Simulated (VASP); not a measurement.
Write the native input for VASP 6.6.1 that does the following.

* Task: single point
* Functional: PBE
* Dispersion: D3(BJ)
* Potentials or basis: VASP PAW PBE potentials, release 64 (S, Pt)
* Cutoff: 520 eV
* k mesh: 9 × 9 × 1
* Occupations: gaussian, width 0.05 eV
* Spin: no spin polarisation
* Dipole correction: yes
* Further INCAR settings: ALGO = Normal; EDIFF = 1e-06; NBANDS = 31

The structure of PtS2 lies in POSCAR:

```
PtS2
1.0
    3.5414392908      0.0000000000      0.0000000000
   -1.7707196454      3.0669763918      0.0000000000
    0.0000000000      0.0000000000     22.4671527902
S Pt
4 2
Direct
    0.6666666667      0.3333333333      0.2002924021
    0.3333333333      0.6666666667      0.3106223184
    0.3333333333      1.0000000000      0.4481715058
    0.6666666667      0.6666666667      0.5585010693
    0.0000000000      0.0000000000      0.2556508457
    1.0000000000      1.3333333333      0.5031434021
```

One way to write it, as run:

INCAR

```
  PREC = Accurate
  ENCUT = 520
  EDIFF = 1E-6
  ISMEAR = 0
  SIGMA = 0.05
  LREAL = F
  LASPH = T
  NELM = 60
  ALGO = Normal
  ISIF = 2
  LWAVE = F
  LCHARG = F
  LDIPOL = T
  IDIPOL = 3
  DIPOL = 0.5 0.5 0.379
  GGA = PE
  IVDW = 12
  NBANDS = 31
```

KPOINTS

```
regular mesh
0
Gamma
  9 9 1
```

Potentials or basis: VASP PAW PBE potentials, release 64 (S, Pt).

Run with:

```console
$ cat potpaw_PBE.64/S/POTCAR potpaw_PBE.64/Pt/POTCAR > POTCAR
$ mpirun -np 1 vasp_std > vasp.out
```

It gave:

```yaml
Largest_force: 0.125 eV/Å
Band_gap_on_the_k_mesh: 1.19 eV, indirect (least direct gap 1.32 eV)
Dispersion_energy_per_atom: -0.326 eV
```

Caveat: spin-orbit coupling is left out, which moves the levels of the heavy elements.

It took 2.8 min on 1 thread of Intel(R) Xeon(R) 6975P-C (Granite Rapids), with other jobs on the host, peak memory 0.44 GiB.
